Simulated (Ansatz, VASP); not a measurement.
## Two plane-wave programs on Be2As

```
CELL_PARAMETERS angstrom
1.80025 1.03938 3.52451
-1.80025 1.03938 3.52451
0.00000 -2.07875 3.52451
ATOMIC_POSITIONS crystal
Be 0.22424 0.22424 0.22424
Be 0.77576 0.77576 0.77576
As 0.00000 0.00000 0.00000
```

Alike in both runs: functional PBE; k mesh 18 × 18 × 18; occupations gaussian, width 0.1 eV; no spin polarisation.

Ansatz relaxed the structure, and its values are those at the end. VASP's run is a single point on that final structure, the one shown.

|  | VASP | Ansatz |
| --- | --- | --- |
| version | VASP 6.6.1 | Ansatz 0.2.0 |
| potentials or method | VASP PAW PBE potentials, release 64 (Be, As), cutoff 520 eV | scalar-relativistic, plane waves, PAW |
| valence electrons in the cell | 9 | 19 |

Ansatz gave:

- gap on the k mesh at the Fermi level (eV): none
- pressure (GPa): 0.0
- rms of the force components (eV/Å): 0.001

Question: What did VASP give for the same quantities?

Answer: gap on the k mesh at the Fermi level (eV): none; pressure (GPa): 0.3; rms of the force components (eV/Å): 0.004.

A gap of «none» marks a metal or a gap that the smearing closes. With one functional, cell and mesh, what is left measures potentials, basis and numerics. VASP's potentials hold 9 valence electrons a cell and Ansatz's 19, so a difference there can come from the potentials and not from the codes.
